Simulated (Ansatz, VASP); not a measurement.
**CaZr3N2: VASP beside Ansatz**

INCAR

```
SYSTEM = CaZr3N2
PREC = Accurate
ENCUT = 600
EDIFF = 1E-6
ISMEAR = 0
SIGMA = 0.1
LREAL = .False.
LASPH = .True.
NELM = 100
ALGO = Normal
ISIF = 3
LWAVE = .False.
LCHARG = .False.
GGA = PE
IBRION = 2
NSW = 90
EDIFFG = -0.04
```

Contents of KPOINTS:

```
Automatic mesh
0
Gamma
  6 6 2
  0 0 0
```

POSCAR

```
CaZr3N2
1.0
    3.4318547300      0.0000000000      0.0000000000
    0.0000000000      3.4318547300      0.0000000000
    0.0000000000      0.0000000000      7.5213587700
Ca Zr N
1 3 2
Direct
    0.0000000000      0.0000000000      0.0000000000
    0.5000000000      0.5000000000      0.0000000000
    0.0000000000      0.5000000000      0.3820000000
    0.5000000000      0.0000000000      0.6180000000
    0.0000000000      0.5000000000      0.7340000300
    0.5000000000      0.0000000000      0.2659999700
```

Input for Ansatz:

```yaml
crystal:
  lattice:
    - [3.43185473, 0.0, 0.0]
    - [0.0, 3.43185473, 0.0]
    - [0.0, 0.0, 7.52135877]
  atoms:
    - { symbol: Ca, position: [0.0, 0.0, 0.0] }
    - { symbol: Zr, position: [0.5, 0.5, 0.0] }
    - { symbol: Zr, position: [0.0, 0.5, 0.382] }
    - { symbol: Zr, position: [0.5, 0.0, 0.618] }
    - { symbol: "N", position: [0.0, 0.5, 0.73400003] }
    - { symbol: "N", position: [0.5, 0.0, 0.26599997] }
basis:
  ecutwfc: 420
kpoints:
  mp_grid: { grid: [6, 6, 2] }
hamiltonian:
  xc: pbe
scf:
  occupations: { method: gaussian, width: 0.1 }
  lower_state_search: "off"
output:
  forces: true
  stress: true
  eigenvalues: true
relax:
  adjacent_minimum: "off"
  f_tol: 0.04
  max_steps: 70
  cell: { stress_tol: 0.4 }
```

Change from the starting cell: species swapped into the Hf2CuSb3 type (P-4m2, No. 115).

Alike in both runs: task relaxation of cell and atoms; functional PBE; k mesh 6 × 6 × 2; occupations gaussian, width 0.1 eV; no spin polarisation.

```csv
,VASP,Ansatz
version,VASP 6.6.1,Ansatz 0.2.0
potentials or method,"VASP PAW PBE potentials, release 64 (Ca_sv, Zr_sv, N), cutoff 600 eV","scalar-relativistic, plane waves, PAW"
valence electrons in the cell,56,56
```

VASP gave:

```
gap on the k mesh at the Fermi level, each at its own relaxed structure (eV) : none
relaxed volume (Å³/atom)                                                     : 15.00
relaxed cell length with the largest relative difference (Å)                 : 3.586
```

Estimate Ansatz's values.

gap on the k mesh at the Fermi level, each at its own relaxed structure (eV): none; relaxed volume (Å³/atom): 14.95; relaxed cell length with the largest relative difference (Å): 3.579.

A gap of «none» marks a metal or a gap that the smearing closes.

The k mesh is coarse, so the values compare programs but aren't converged.
